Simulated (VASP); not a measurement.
Runs of VASP 6.6.1 on Y. The structure is that of space group P6_3/mmc (No. 194), or close to it. The cells are those of the table. 

```csv
task,cell,k mesh,cutoff (eV),gap on the mesh (eV),pressure (GPa),relaxed volume (Å³/atom)
single point,"a = 3.680, b = 3.680, c = 5.728 Å, angles 90.0, 90.0, 120.0°, 2 atoms",8 × 8 × 5,520,none,0.0,-
relaxation of cell and atoms,"relaxed from a = 3.600, b = 3.600, c = 5.879 Å, angles 90.0, 90.0, 120.0°, 2 atoms",8 × 8 × 4,600,none,0.0,33.59
single point,"a = 3.684, b = 3.684, c = 5.708 Å, angles 90.0, 90.0, 120.0°, 2 atoms",8 × 8 × 4,520,none,0.0,-
relaxation of cell and atoms,"relaxed from a = 3.684, b = 3.684, c = 5.708 Å, angles 90.0, 90.0, 120.0°, 2 atoms",8 × 8 × 5,600,none,0.0,33.65
single point,"a = 3.693, b = 3.693, c = 5.747 Å, angles 90.0, 90.0, 120.0°, 2 atoms",8 × 8 × 5,520,none,(a),-
```

Alike in all rows: level r2SCAN; potentials or basis VASP PAW PBE potentials, release 64 (Y_sv); no spin polarisation; smearing fermi-dirac 0.1 eV.

Task: Fill in the values left out.

Result: (a) -0.4.

Caveats: the PAW data sets were made with another functional, which shifts forces and pressure a little.

A k mesh can miss the band edges, and the runs leave out spin-orbit coupling on Y.

A gap of «none» marks levels without a gap at the run's occupations.
